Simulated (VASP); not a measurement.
# BN (P6_3/mmc) in VASP: further runs, part 2 of 2

VASP 6.6.1.

### Step 3. Elastic constants, LDA

This run uses another cell than the first one, of 7.41 Å³/atom, 1.044 times its volume.

INCAR

```
SYSTEM = BN
  ALGO = Normal
  EDIFF = 1E-8
  ENCUT = 600
  IBRION = 6
  ISIF = 3
  ISMEAR = 0
  LASPH = .True.
  LCHARG = .False.
  LREAL = .False.
  LWAVE = .False.
  NBANDS = 16
  NELM = 80
  NFREE = 2
  NSW = 1
  POTIM = 0.015
  PREC = Accurate
  SIGMA = 0.01
```

KPOINTS

```
k-points
0
Gamma
  10 10 4
  0 0 0
```

POSCAR

```
BN
1.0
    2.4725026741      0.0000000000      0.0000000000
   -1.2362513371      2.1412501267      0.0000000000
    0.0000000000      0.0000000000      5.5951237012
B N
2 2
Direct
    0.3333333333      0.6666666667      0.2500000000
    0.6666666667      0.3333333333      0.7500000000
    0.3333333333      0.6666666667      0.7500000000
    0.6666666667      0.3333333333      0.2500000000
```

Potentials or basis: VASP PAW LDA potentials, release 64 (B, N).

Started as:

```console
> cat potpaw_LDA.64/B/POTCAR potpaw_LDA.64/N/POTCAR > POTCAR
> mpirun -np 1 vasp_std > vasp.out
```

OUTCAR:

```text
SYSTEM = BN
   EDIFF = 1E-8
   ENCUT = 600
   IBRION = 6
   ISIF = 3
   ISMEAR = 0
   LASPH = .True.
   LREAL = .False.
   NELM = 80
   NFREE = 2
   NSW = 1
   POTIM = 0.015
   PREC = Accurate

 ion  position               nearest neighbor table
   1  0.333  0.667  0.250-   4 1.43   4 1.43   4 1.43
   2  0.667  0.333  0.750-   3 1.43   3 1.43   3 1.43
   3  0.333  0.667  0.750-   2 1.43   2 1.43   2 1.43
   4  0.667  0.333  0.250-   1 1.43   1 1.43   1 1.43

  LATTYP: Found a hexagonal cell.
 ALAT       =     2.4725026741
 C/A-ratio  =     2.2629393933

  Lattice vectors:

 A1 = (   2.4725026741,   0.0000000000,   0.0000000000)
 A2 = (  -1.2362513371,   2.1412501267,   0.0000000000)
 A3 = (   0.0000000000,   0.0000000000,   5.5951237012)

Analysis of symmetry for initial positions (statically):
=====================================================================
 Subroutine PRICEL returns:
 Original cell was already a primitive cell.

 Routine SETGRP: Setting up the symmetry group for a
 hexagonal supercell.

 Subroutine GETGRP returns: Found 24 space group operations
 (whereof 12 operations were pure point group operations)
 out of a pool of 24 trial point group operations.

The static configuration has the point symmetry D_3d.
 The point group associated with its full space group is D_6h.

Analysis of symmetry for dynamics (positions and initial velocities):
=====================================================================
 Subroutine PRICEL returns:
 Original cell was already a primitive cell.

 Routine SETGRP: Setting up the symmetry group for a
 hexagonal supercell.

 Subroutine GETGRP returns: Found 24 space group operations
 (whereof 12 operations were pure point group operations)
 out of a pool of 24 trial point group operations.

The dynamic configuration has the point symmetry D_3d.
 The point group associated with its full space group is D_6h.

 Subroutine INISYM returns: Found 24 space group operations
 (whereof 12 operations are pure point group operations),
 and found     1 'primitive' translations

----------------------------------------------------------------------------------------

                                     Primitive cell

  volume of cell :      29.6220

  direct lattice vectors                    reciprocal lattice vectors
     2.472502674  0.000000000  0.000000000     0.404448501  0.233508451  0.000000000
    -1.236251337  2.141250127  0.000000000     0.000000000  0.467016902  0.000000000
     0.000000000  0.000000000  5.595123701     0.000000000  0.000000000  0.178727058

  length of vectors
[... 249 lines left out ...]

--------------------------------------- Ionic step       19  -------------------------------------------

 number of electron      15.9999999 magnetization

------------------------ aborting loop because EDIFF is reached ----------------------------------------
[... 71 lines left out ...]
--------------------------------------- Ionic step       21  -------------------------------------------

 number of electron      15.9999999 magnetization

 Free energy of the ion-electron system (eV)
  ---------------------------------------------------
  ext. energy  EPLUGINS =         0.00000000
  ---------------------------------------------------
  free energy    TOTEN  =       -38.45636714 eV

  energy without entropy =      -38.45636714  energy(sigma->0) =      -38.45636714

 E-fermi :   4.1055     XC(G=0): -11.6636

 val. band max:        4.0270047129   @ k =   0.3000   0.2000   0.0000
 cond. band min:       7.9037756503   @ k =   0.5000   0.0000   0.2500
 fundamental gap:      3.8767709375
 Fermi energy:         4.1054815549

 k-point     1 :       0.0000    0.0000    0.0000
  band No.  band energies     occupation
      1     -14.2723      2.00000
      2     -13.2730      2.00000
      3      -3.5988      2.00000
      4       0.9770      2.00000
      5       2.5551      2.00000
      6       2.5551      2.00000
[... 433 lines left out ...]
      3      -4.8710      2.00000
      4      -4.6830      2.00000
      5      -0.8789      2.00000
      6      -0.6700      2.00000
[... 8 lines left out ...]
     15      20.3714      0.00000
     16      24.2106      0.00000

 [... further k-points ...]
[... 5 lines left out ...]
  --------------------------------------------------------------------------------------
  -------------------------------------------------------------------------------------
  Total        1.9727095      1.9727095      1.7901627     -0.0000000      0.0000000      0.0000000
  in kB      106.6988793    106.6988793     96.8253816     -0.0000000      0.0000000      0.0000000
  external PRESSURE =     103.4077134 kB  Pullay stress =       0.0000000 kB
[... 19 lines left out ...]
  FREE ENERGIE OF THE ION-ELECTRON SYSTEM (eV)
  ---------------------------------------------------
  free  energy   TOTEN  =       -38.4563671435 eV

  energy  without entropy=      -38.4563671435  energy(sigma->0) =      -38.45636714

 INTERNAL STRAIN TENSORS FROM STRAINED CELLS
 ============================================

 INTERNAL STRAIN TENSOR FOR ION    1 for displacements in x,y,z  (eV/Angst):
          X           Y           Z          XY          YZ          ZX
  --------------------------------------------------------------------------------
  x     0.00000    -0.00000     0.00000   -15.24186     0.00000     0.00000
  y   -15.28772    15.33513    -0.00000    -0.00018    -0.00008    -0.00002
  z    -0.00000    -0.00000    -0.00000     0.00000     0.00095    -0.00000

 INTERNAL STRAIN TENSORS FROM DISPLACED ATOMS
 ============================================

 INTERNAL STRAIN TENSOR FOR ION    1 for displacements in x,y,z  (eV/Angst):
          X           Y           Z          XY          YZ          ZX
  --------------------------------------------------------------------------------
  x     0.00000    -0.00000     0.00000   -15.26218     0.00000     0.00000
  y   -15.26218    15.26218    -0.00000    -0.00000     0.00000     0.00000
  z     0.00000    -0.00000     0.00000     0.00000    -0.00000     0.00000

 INTERNAL STRAIN TENSOR FOR ION    4 for displacements in x,y,z  (eV/Angst):
          X           Y           Z          XY          YZ          ZX
  --------------------------------------------------------------------------------
  x    -0.00000     0.00000     0.00000    16.09848     0.00000     0.00000
  y    16.09848   -16.09848     0.00000     0.00000     0.00000     0.00000
  z    -0.00000     0.00000     0.00000    -0.00000     0.00000    -0.00000

 Eigenvectors and eigenvalues of the dynamical matrix
 ----------------------------------------------------

   1 f  =   42.563283 THz   267.432997 2PiTHz 1419.758310 cm-1   176.027517 meV
             X         Y         Z           dx          dy          dz
     -0.000000  1.427500  1.398781    -0.357145    0.390284   -0.000000
      1.236251  0.713750  4.196343     0.357145   -0.390284    0.000000
     -0.000000  1.427500  4.196343    -0.316737    0.346127   -0.000000
      1.236251  0.713750  1.398781     0.316737   -0.346127   -0.000000
[... 71 lines left out ...]
  12 f/i=    0.002078 THz     0.013054 2PiTHz    0.069303 cm-1     0.008592 meV
             X         Y         Z           dx          dy          dz
     -0.000000  1.427500  1.398781    -0.000000    0.000000   -0.466697
      1.236251  0.713750  4.196343    -0.000000    0.000000   -0.466697
     -0.000000  1.427500  4.196343    -0.000000    0.000000   -0.531220
      1.236251  0.713750  1.398781    -0.000000    0.000000   -0.531220

--------------------------------------------------------------------------------------------------------

 ELASTIC MODULI CONTR FROM IONIC RELAXATION (kBar)
 Direction    XX          YY          ZZ          XY          YZ          ZX
 --------------------------------------------------------------------------------
 XX        -640.0512    640.0512      0.0000      0.0000     -0.0000      0.0000
 YY         640.0512   -640.0512     -0.0000      0.0000      0.0000     -0.0000
 ZZ           0.0000     -0.0000     -0.0000     -0.0000      0.0000      0.0000
 XY           0.0000      0.0000     -0.0000   -640.0512      0.0000      0.0000
 YZ          -0.0000      0.0000      0.0000      0.0000     -0.0000     -0.0000
 ZX           0.0000     -0.0000      0.0000      0.0000     -0.0000     -0.0000
 --------------------------------------------------------------------------------

 TOTAL ELASTIC MODULI (kBar)
 Direction    XX          YY          ZZ          XY          YZ          ZX
 --------------------------------------------------------------------------------
 XX       10871.1422   2750.7777    136.5745     -0.0000      0.0000      0.0000
 YY        2750.7777  10871.1422    136.5745     -0.0000      0.0000     -0.0000
 ZZ         136.5745    136.5745   1026.2551     -0.0000      0.0000     -0.0000
 XY          -0.0000     -0.0000     -0.0000   4060.1822      0.0000     -0.0000
 YZ           0.0000     -0.0000      0.0000      0.0000    193.6314     -0.0000
 ZX           0.0000     -0.0000     -0.0000     -0.0000     -0.0000    193.6317
 --------------------------------------------------------------------------------
```

stdout:

```text
POSCAR found type information on POSCAR B N
 POSCAR found :  2 types and       4 ions
 scaLAPACK will be used
 LDA part: xc-table for (Slater(with rela. corr.)+CA(PZ))
 , standard interpolation
 POSCAR, INCAR and KPOINTS ok, starting setup
 FFT: planning ... GRIDC
 FFT: planning ... GRID_SOFT
 FFT: planning ... GRID
 WAVECAR not read
 entering main loop
 Found     4 degrees of freedom:
 Adding 6 more for cell shape distortion
 Finite differences POTIM= 0.01500 DOF=  10
 bond charge predicted
 Finite differences progress:
 bond charge predicted
 Finite differences progress:
 bond charge predicted
 Finite differences progress:
 bond charge predicted
 Finite differences progress:
 bond charge predicted
 Finite differences progress:
 bond charge predicted
 Finite differences progress:
 bond charge predicted
 Finite differences progress:
 bond charge predicted
 Finite differences progress:
 bond charge predicted
 Finite differences progress:
 bond charge predicted
 Finite differences progress:
 bond charge predicted
 Finite differences progress:
 bond charge predicted
 Finite differences progress:
 bond charge predicted
 Finite differences progress:
 bond charge predicted
 Finite differences progress:
 bond charge predicted
 Finite differences progress:
 bond charge predicted
 Finite differences progress:
 bond charge predicted
 Finite differences progress:
 bond charge predicted
 Finite differences progress:
 bond charge predicted
 Finite differences progress:
 bond charge predicted
 Finite differences progress:
```

Wall time 9.1 min (1 thread of Intel Xeon Platinum 8488C (Sapphire Rapids), shared host); peak memory 0.26 GiB.

Results:

```yaml
Voigt_bulk_modulus: 320 GPa
Highest_phonon_frequency_at_Γ_LO-TO_splitting_left_out: 1420 cm⁻¹
```

Phonon frequencies in cm⁻¹ (negative: imaginary):
```
              q point                                    frequencies
(0.000, 0.000, 0.000)  0 0 0 101 101 250 655 801 1416 1416 1420 1420
```

Elastic tensor in Voigt notation (GPa, in the Cartesian axes of the cell as first typed):
```
1087  275   14    0    0    0
 275 1087   14    0    0    0
  14   14  103    0    0    0
   0    0    0   19    0    0
   0    0    0    0   19    0
   0    0    0    0    0  406
```

Clamped-ion elastic tensor (GPa):
```
1151  211   14    0    0    0
 211 1151   14    0    0    0
  14   14  103    0    0    0
   0    0    0   19    0    0
   0    0    0    0   19    0
   0    0    0    0    0  470
```

Caveat: the cell is under stress, which shifts elastic constants.
